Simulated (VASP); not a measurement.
# Mg (Pm-3m) in VASP: further runs

Mg is run at these levels: revPBE; tasks: single point, relaxation of cell and atoms.

All numbers are computed with VASP 6.6.1; they aren't measurements. Logs are shortened: lines on timing, memory, paths and dates and some standing lists are left out, and cuts for length are marked.

### Step 1. The cell of the first run

The structure is cubic, space group Pm-3m (No. 221). Conventional cell: a = 3.165 Å, b = 3.165 Å, c = 3.165 Å, α = 90.00°, β = 90.00°, γ = 90.00°. Mg (site symmetry m-3m) has 6 Mg at 3.17 Å within 4.2 Å.

### Step 2. Single point, revPBE (volume scaled by 1.12)

Contents of INCAR:

```
SYSTEM = Mg
PREC = Accurate
ENCUT = 520
EDIFF = 1E-6
ISMEAR = -1
SIGMA = 0.1
LREAL = .False.
LASPH = .True.
NELM = 80
ALGO = Normal
ISIF = 2
LWAVE = .False.
LCHARG = .True.
GGA = RE
LELF = .True.
LVHAR = .True.
NBANDS = 7
```

Contents of KPOINTS:

```
regular mesh
0
Gamma
  12 12 12
  0 0 0
```

Contents of POSCAR:

```
Mg
1.0
    3.1653202748      0.0000000000      0.0000000000
    0.0000000000      3.1653202748      0.0000000000
    0.0000000000      0.0000000000      3.1653202748
Mg
1
Direct
    0.0000000000      0.0000000000      0.0000000000
```

Potentials or basis: VASP PAW PBE potentials, release 64 (Mg).

The run is started by

```bash
$ cat potpaw_PBE.64/Mg/POTCAR > POTCAR
$ mpirun -np 1 vasp_std > vasp.out
```

OUTCAR:

```text
SYSTEM = Mg
   PREC = Accurate
   ENCUT = 520
   EDIFF = 1E-6
   ISMEAR = -1
   LREAL = .False.
   LASPH = .True.
   NELM = 80
   ISIF = 2
   GGA = RE

 ion  position               nearest neighbor table
   1  0.000  0.000  0.000-

  LATTYP: Found a simple cubic cell.
 ALAT       =     3.1653202748

  Lattice vectors:

 A1 = (   3.1653202748,   0.0000000000,   0.0000000000)
 A2 = (   0.0000000000,   3.1653202748,   0.0000000000)
 A3 = (   0.0000000000,   0.0000000000,   3.1653202748)

Analysis of symmetry for initial positions (statically):
=====================================================================
 Subroutine PRICEL returns:
 Original cell was already a primitive cell.

 Routine SETGRP: Setting up the symmetry group for a
 simple cubic supercell.

 Subroutine GETGRP returns: Found 48 space group operations
 (whereof 48 operations were pure point group operations)
 out of a pool of 48 trial point group operations.

The static configuration has the point symmetry O_h .

Analysis of symmetry for dynamics (positions and initial velocities):
=====================================================================
 Subroutine PRICEL returns:
 Original cell was already a primitive cell.

 Routine SETGRP: Setting up the symmetry group for a
 simple cubic supercell.

 Subroutine GETGRP returns: Found 48 space group operations
 (whereof 48 operations were pure point group operations)
 out of a pool of 48 trial point group operations.

The dynamic configuration has the point symmetry O_h .

 Subroutine INISYM returns: Found 48 space group operations
 (whereof 48 operations are pure point group operations),
 and found     1 'primitive' translations

----------------------------------------------------------------------------------------

                                     Primitive cell

  volume of cell :      31.7141

  direct lattice vectors                    reciprocal lattice vectors
     3.165320275  0.000000000  0.000000000     0.315923797  0.000000000  0.000000000
     0.000000000  3.165320275  0.000000000     0.000000000  0.315923797  0.000000000
     0.000000000  0.000000000  3.165320275     0.000000000  0.000000000  0.315923797

  length of vectors
     3.165320275  3.165320275  3.165320275     0.315923797  0.315923797  0.315923797

  position of ions in fractional coordinates (direct lattice)
     0.000000000  0.000000000  0.000000000

  ion indices of the primitive-cell ions
   primitive index   ion index
                 1           1

----------------------------------------------------------------------------------------

 KPOINTS: regular mesh

Automatic generation of k-mesh.
 Grid dimensions read from file:
 generate k-points for:   12   12   12

 Generating k-lattice:

  Cartesian coordinates                     Fractional coordinates (reciprocal lattice)
     0.026326983  0.000000000  0.000000000     0.083333333  0.000000000  0.000000000
     0.000000000  0.026326983  0.000000000     0.000000000  0.083333333  0.000000000
     0.000000000  0.000000000  0.026326983     0.000000000  0.000000000  0.083333333

  Length of vectors
     0.026326983  0.026326983  0.026326983

  Shift w.r.t. Gamma in fractional coordinates (k-lattice)
     0.000000000  0.000000000  0.000000000

 Subroutine IBZKPT returns following result:
 ===========================================

 Found     84 irreducible k-points:

 Following reciprocal coordinates:
            Coordinates               Weight
  0.000000  0.000000  0.000000      1.000000
  0.083333  0.000000  0.000000      6.000000
  0.166667  0.000000  0.000000      6.000000
  0.250000  0.000000  0.000000      6.000000
  0.333333  0.000000  0.000000      6.000000
  0.416667  0.000000  0.000000      6.000000
[... 16 lines left out ...]
  0.333333  0.333333  0.000000     12.000000
  0.416667  0.333333  0.000000     24.000000
 [... further k-points ...]
   k-points           NKPTS =     84   k-points in BZ     NKDIM =     84   number of bands    NBANDS=      7
   number of dos      NEDOS =    301   number of ions     NIONS =      1
   total plane-waves  NPLWV =  13824
   dimension x,y,z NGX =    24 NGY =   24 NGZ =   24
   dimension x,y,z NGXF=    48 NGYF=   48 NGZF=   48
   ions per type =               1
   NGX,Y,Z   is equivalent  to a cutoff of  12.61, 12.61, 12.61 a.u.
   NGXF,Y,Z  is equivalent  to a cutoff of  25.21, 25.21, 25.21 a.u.
 SYSTEM =  Mg
   PREC   = accura    normal or accurate (medium, high low for compatibility)
   ISTART =      0    job   : 0-new  1-cont  2-samecut
   ICHARG =      2    charge: 1-file 2-atom 10-const
   ISPIN  =      1    spin polarized calculation?
   LNONCOLLINEAR =      F non collinear calculations
   LSORBIT =      F    spin-orbit coupling
   LASPH  =      T    aspherical Exc in radial PAW
   ENCUT  =  520.0 eV  38.22 Ry    6.18 a.u.   5.89  5.89  5.89*2*pi/ulx,y,z
   NELM   =     80;   NELMIN=  2; NELMDL= -5     # of ELM steps
   EDIFF  = 0.1E-05   stopping-criterion for ELM
   LREAL  =      F    real-space projection
   EDIFFG = 0.1E-04   stopping-criterion for IOM
   NSW    =      0    number of steps for IOM
   IBRION =     -1    ionic relax: 0-MD 1-quasi-New 2-CG
   NFREE  =      0    steps in history (QN), initial steepest desc. (CG)
   ISIF   =      2    stress and relaxation
   ISYM   =      2    0-nonsym 1-usesym 2-fastsym
   POTIM  = 0.5000    time-step for ionic-motion
   TEBEG  =    0.0;   TEEND  =   0.0 temperature during run
   PSTRESS=    0.0 pullay stress
   NELECT =       2.0000    total number of electrons
   NUPDOWN=      -1.0000    fix difference up-down
   EMIN   =  10.00;   EMAX   =-10.00  energy-range for DOS
   EFERMI =   0.00;   METHOD = LEGACY
   ISMEAR =    -1;   SIGMA  =   0.10  broadening in eV -4-tet -1-fermi 0-gaus
   EFERMI_NEDOS =   21; number of points for ismear=-14 and -15
   IALGO  =     38    algorithm
   IMIX   =      4    mixing-type and parameters
     AMIX     =   0.40;   BMIX     =  1.00
     AMIX_MAG =   1.60;   BMIX_MAG =  1.00
  volume/ion in A,a.u.               =      31.71       214.02
  Fermi-wavevector in a.u.,A,eV,Ry     =   0.651629  1.231401  5.777313  0.424621
  Thomas-Fermi vector in A             =   1.721290
   LORBIT       =      0    0 simple, 1 ext, 2 COOP (PROOUT), +10 PAW based schemes
   GGA     = RE    functional components
   LHFCALC =     F    Hartree Fock is set to
   AEXX    =    0.0000 exact exchange contribution
   IVDW    =     0    specifies the selected vdW correction
   LEPSILON=     F    determine dielectric tensor
   LRPA    =     F    only Hartree local field effects (RPA)
 non-spin polarized calculation
  energy-cutoff  :      520.00
  volume of cell :       31.71
 maximum number of plane-waves:       876
 NGX is ok and might be reduce to    24
   NGX = 11   NGY = 11   NGZ = 11

 number of electron       2.0000000 magnetization

 Free energy of the ion-electron system (eV)
  ---------------------------------------------------
  ext. energy  EPLUGINS =         0.00000000
  ---------------------------------------------------
  free energy    TOTEN  =        -0.96360338 eV

  energy without entropy =       -0.94629600  energy(sigma->0) =       -0.95494969

 E-fermi :   1.1277     XC(G=0):  -7.4397

 val. band max:        1.0395499870   @ k =   0.4167   0.1667   0.0833
 cond. band min:       1.1335813411   @ k =   0.5000   0.3333   0.0833
 fundamental gap:      0.0940313541
 Fermi energy:         1.1276547021

 k-point     1 :       0.0000    0.0000    0.0000
  band No.  band energies     occupation
      1      -4.4821      2.00000
      2       8.7978      0.00000
      3       8.7978      0.00000
      4       9.7421      0.00000
      5       9.7421      0.00000
      6       9.7421      0.00000
      7      13.6717      0.00000

 k-point     2 :       0.0833    0.0000    0.0000
  band No.  band energies     occupation
      1      -4.3784      2.00000
      2       7.3124      0.00000
      3       8.8892      0.00000
      4       9.8314      0.00000
      5       9.8314      0.00000
      6      10.9271      0.00000
      7      14.2190      0.00000

 k-point     3 :       0.1667    0.0000    0.0000
  band No.  band energies     occupation
      1      -4.0680      2.00000
      2       5.4394      0.00000
      3       9.1595      0.00000
      4      10.0993      0.00000
      5      10.0993      0.00000
      6      11.9276      0.00000
      7      15.8054      0.00000

 k-point     4 :       0.2500    0.0000    0.0000
  band No.  band energies     occupation
      1      -3.5532      2.00000
      2       3.6535      0.00000
      3       9.5933      0.00000
      4      10.5454      0.00000
      5      10.5454      0.00000
      6      12.6779      0.00000
      7      17.0692      0.00000

 k-point     5 :       0.3333    0.0000    0.0000
  band No.  band energies     occupation
      1      -2.8387      2.00000
      2       2.0135      0.00028
      3      10.1491      0.00000
      4      11.1681      0.00000
      5      11.1681      0.00000
      6      13.4296      0.00000
      7      15.5543      0.00000

 k-point     6 :       0.4167    0.0000    0.0000
  band No.  band energies     occupation
      1      -1.9374      2.00000
      2       0.5518      1.99371
      3      10.7101      0.00000
      4      11.9562      0.00000
      5      11.9562      0.00000
      6      14.1764      0.00000
      7      14.2245      0.00000

 k-point     7 :       0.5000    0.0000    0.0000
  band No.  band energies     occupation
      1      -1.0888      2.00000
      2      -0.4844      2.00000
      3      10.9827      0.00000
      4      12.6691      0.00000
      5      12.6691      0.00000
      6      13.3303      0.00000
      7      13.3303      0.00000

 k-point     8 :       0.0833    0.0833    0.0000
  band No.  band energies     occupation
      1      -4.2747      2.00000
      2       7.1160      0.00000
      3       7.8021      0.00000
      4       9.9207      0.00000
      5      10.2659      0.00000
      6      11.8015      0.00000
      7      14.6129      0.00000

 k-point     9 :       0.1667    0.0833    0.0000
  band No.  band energies     occupation
      1      -3.9646      2.00000
      2       5.5054      0.00000
      3       7.8325      0.00000
      4      10.1883      0.00000
      5      10.6033      0.00000
      6      12.9201      0.00000
      7      15.9412      0.00000

 k-point    10 :       0.2500    0.0833    0.0000
  band No.  band energies     occupation
      1      -3.4501      2.00000
      2       3.7426      0.00000
      3       8.2675      0.00000
      4      10.6341      0.00000
      5      11.0527      0.00000
      6      13.6738      0.00000
      7      15.6276      0.00000

 k-point    11 :       0.3333    0.0833    0.0000
  band No.  band energies     occupation
      1      -2.7361      2.00000
      2       2.1090      0.00011
      3       8.8780      0.00000
      4      11.2560      0.00000
      5      11.5884      0.00000
      6      13.9914      0.00000
      7      14.5411      0.00000
[... 51 lines left out ...]
 k-point    17 :       0.4167    0.1667    0.0000
  band No.  band energies     occupation
      1      -1.5290      2.00000
      2       0.9420      1.72970
      3       7.8516      0.00000
      4      10.2908      0.00000
      5      12.3014      0.00000
      6      13.4973      0.00000
      7      14.5672      0.00000

 k-point    18 :       0.5000    0.1667    0.0000
  band No.  band energies     occupation
      1      -0.6734      2.00000
      2      -0.0986      1.99999
      3       8.4437      0.00000
      4       9.5739      0.00000
      5      12.9954      0.00000
      6      13.6956      0.00000
      7      14.0097      0.00000

 k-point    19 :       0.2500    0.2500    0.0000
  band No.  band energies     occupation
      1      -2.6298      2.00000
      2       4.0896      0.00000
      3       5.0680      0.00000
      4      11.0406      0.00000
      5      11.3420      0.00000
      6      12.9808      0.00000
      7      17.3469      0.00000

 k-point    20 :       0.3333    0.2500    0.0000
  band No.  band energies     occupation
      1      -1.9193      2.00000
      2       2.8389      0.00000
      3       5.3495      0.00000
      4       9.8522      0.00000
      5      11.9572      0.00000
      6      13.2839      0.00000
      7      16.2307      0.00000

 k-point    21 :       0.4167    0.2500    0.0000
  band No.  band energies     occupation
      1      -1.0218      2.00000
      2       1.4231      0.09906
      3       6.1341      0.00000
      4       8.5580      0.00000
      5      12.7305      0.00000
      6      14.0486      0.00000
      7      14.9772      0.00000

 k-point    22 :       0.5000    0.2500    0.0000
  band No.  band energies     occupation
      1      -0.1581      1.99999
      2       0.3799      1.99887
      3       6.8109      0.00000
      4       7.7064      0.00000
      5      13.4046      0.00000
      6      14.1351      0.00000
      7      14.7378      0.00000

 k-point    23 :       0.3333    0.3333    0.0000
  band No.  band energies     occupation
      1      -1.2121      2.00000
      2       3.1406      0.00000
      3       4.0978      0.00000
      4       8.3361      0.00000
      5      12.5648      0.00000
      6      13.9208      0.00000
      7      16.3621      0.00000

 k-point    24 :       0.4167    0.3333    0.0000
  band No.  band energies     occupation
      1      -0.3185      2.00000
      2       2.0685      0.00016
      3       4.5628      0.00000
      4       6.9600      0.00000
      5      13.3249      0.00000
      6      14.7785      0.00000
      7      15.4850      0.00000

 [... further k-points ...]
[... 5 lines left out ...]
  --------------------------------------------------------------------------------------
  -------------------------------------------------------------------------------------
  Total       -0.3969957     -0.3969957     -0.3969957      0.0000000     -0.0000000      0.0000000
  in kB      -20.0559601    -20.0559601    -20.0559601      0.0000000     -0.0000000      0.0000000
  external PRESSURE =     -20.0559601 kB  Pullay stress =       0.0000000 kB

 VOLUME and BASIS-vectors are now :
 -----------------------------------------------------------------------------
  energy-cutoff  :      520.00
  volume of cell :       31.71
      direct lattice vectors                 reciprocal lattice vectors
     3.165320275  0.000000000  0.000000000     0.315923797  0.000000000  0.000000000
     0.000000000  3.165320275  0.000000000     0.000000000  0.315923797  0.000000000
     0.000000000  0.000000000  3.165320275     0.000000000  0.000000000  0.315923797

 POSITION                                       TOTAL-FORCE (eV/Angst)
 -----------------------------------------------------------------------------------
      0.00000      0.00000      0.00000         0.000000      0.000000      0.000000
 -----------------------------------------------------------------------------------
    total drift:                               -0.000000      0.000000      0.000000

  FREE ENERGIE OF THE ION-ELECTRON SYSTEM (eV)
  ---------------------------------------------------
  free  energy   TOTEN  =        -0.9636033780 eV

  energy  without entropy=       -0.9462959997  energy(sigma->0) =       -0.95494969
```

Run time: 7.1 s. Hardware: 1 thread of Intel Xeon Platinum 8488C (Sapphire Rapids), shared host; peak memory 0.14 GiB.

What came out:

| Quantity | Value |
| --- | --- |
| Free energy | -0.9636 eV |
| Pressure | -2.0 GPa |
| Band gap on the k mesh | zero (band 1 reaches 5.19 eV, above the bottom of band 2 at -0.48 eV) |

Levels at points of the mesh, in eV from the Fermi level:
```tsv
k point	band 1	band 2	band 3	band 4	band 5
(0.00, 0.00, 0.00)	-5.61	7.67	7.67	8.61	8.61
(0.50, 0.00, 0.00)	-2.22	-1.61	9.86	11.54	11.54
(0.50, 0.50, 0.00)	1.25	1.25	1.62	2.78	14.44
(0.50, 0.50, 0.50)	4.06	4.06	4.06	5.50	5.50
```

Caveat: the PAW data sets were made with another functional, which shifts forces and pressure a little.

[end of part 1 of 2]
